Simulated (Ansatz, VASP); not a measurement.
Al: VASP beside Ansatz

```
CELL_PARAMETERS angstrom
2.87343 0.00000 0.00000
-1.43672 2.48846 0.00000
0.00000 0.00000 9.33661
ATOMIC_POSITIONS crystal
Al 0.00000 0.00000 0.00000
Al 0.33333 0.66667 0.25000
Al 0.00000 0.00000 0.50000
Al 0.66667 0.33333 0.75000
```

Alike in both runs: task single point; functional LDA; k mesh 9 × 9 × 3; no spin polarisation.

```csv
,VASP,Ansatz
version,VASP 6.6.1,Ansatz 0.2.0
potentials or method,"VASP PAW LDA potentials, release 64 (Al), cutoff 520 eV","plane waves, PAW"
occupations,"methfessel-paxton of order 1, width 0.1 eV","cold, width 0.1 eV"
valence electrons in the cell,12,12
```

VASP gave:

- pressure (GPa): -3.8
- traceless stress, the component that is largest in VASP (GPa): 3.00

**Question.** Estimate Ansatz's values.

**Answer.** Pressure (GPa): -3.9; traceless stress, the component that is largest in VASP (GPa): 3.17.

LDA's correlation is that of Perdew and Zunger in VASP and of Perdew and Wang (1992) in Ansatz.
